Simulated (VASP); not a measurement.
A run of VASP 6.6.1 is set up as follows.

File INCAR:

```
PREC = Accurate
ENCUT = 520
EDIFF = 1E-6
ISMEAR = 0
SIGMA = 0.1
LREAL = False
LASPH = True
NELM = 100
ALGO = Fast
ISIF = 2
LWAVE = False
LCHARG = True
GGA = PS
LELF = True
LVHAR = True
NBANDS = 16
```

KPOINTS

```
Automatic mesh
0
Gamma
  20 20 14
```

POSCAR

```
Ir
1.0
    1.9342220734      1.9342220734      0.0000000000
   -1.9342220734      1.9342220734      0.0000000000
    0.0000000000      0.0000000000      3.8010501135
Ir
2
Direct
    0.0000000000      0.0000000000      0.0000000000
    0.5000000000      0.5000000000      0.5000000000
```

Potentials or basis: VASP PAW PBE potentials, release 64 (Ir).

Command:

```console
$ cat potpaw_PBE.64/Ir/POTCAR > POTCAR
$ mpirun -np 1 vasp_std > vasp.out
```

Task: What does it give for the band gap on the k mesh?

Result: Zero (bands 9 and 10 overlap by 3.47 eV).

Task: What does it give for the pressure?

Result: -3.6 GPa.

Stress tensor (GPa, compression positive):
```
-5.82  0.00  0.00
 0.00 -5.82  0.00
 0.00  0.00  0.91
```

Caveat: the cell differs from its parent crystal (biaxial strain in the a-b plane: +1.0 %, then relaxed in part); the stress differs along the axes, from -6 to 1 GPa; the PAW data sets were made with another functional, which shifts forces and pressure a little; spin-orbit coupling is left out, which moves the levels of the heavy elements.
